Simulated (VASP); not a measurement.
Wanted: the native input for a VASP 6.6.1 run.

| Item | Value |
| --- | --- |
| Task | single point |
| Functional | PBE |
| Potentials or basis | VASP PAW PBE potentials, release 64 (Sb, Pt) |
| Cutoff | 520 eV |
| k mesh | 12 × 12 × 8 |
| Occupations | gaussian, width 0.1 eV |
| Spin | no spin polarisation |
| Dipole correction | no |
| Further INCAR settings | ALGO = Normal; EDIFF = 1e-07; NBANDS = 17 |

The structure of Sb2Pt lies in POSCAR:

```
Sb2Pt
1.0
    4.0191938929      0.0000000000      0.0000000000
   -2.0095969464      3.4807240140      0.0000000000
    0.0000000000      0.0000000000      5.2788818562
Sb Pt
2 1
Direct
    0.6666666667      0.3333333333      0.7351088929
    0.3333333333      0.6666666667      0.2648911071
    0.0000000000      0.0000000000      0.0000000000
```

The cell was generated, and may not be a known phase.

The input as run:

INCAR

```
SYSTEM = Sb2Pt
ALGO = Normal ; EDIFF = 1E-7
ENCUT = 520 ; GGA = PE
ISIF = 2 ; ISMEAR = 0
LASPH = .True. ; LCHARG = .True.
LELF = .True. ; LREAL = .False.
LVHAR = .True. ; LWAVE = .False.
NBANDS = 17 ; NELM = 60
PREC = Accurate ; SIGMA = 0.1
```

KPOINTS

```
k-points
0
Gamma
  12 12 8
  0 0 0
```

Potentials or basis: VASP PAW PBE potentials, release 64 (Sb, Pt).

The run is started by

```sh
$ cat potpaw_PBE.64/Sb/POTCAR potpaw_PBE.64/Pt/POTCAR > POTCAR
$ mpirun -np 1 vasp_std > vasp.out
```

Results of the run:

```
Pressure               : -0.3 GPa
Largest force          : 0.023 eV/Å
Band gap on the k mesh : zero (bands 10 and 11 overlap by 3.46 eV)
```

Caveat: spin-orbit coupling is left out, which moves the levels of the heavy elements.

It took 69 s on 1 thread of Intel(R) Xeon(R) 6975P-C (Granite Rapids), with other jobs on the host, peak memory 0.3 GiB.
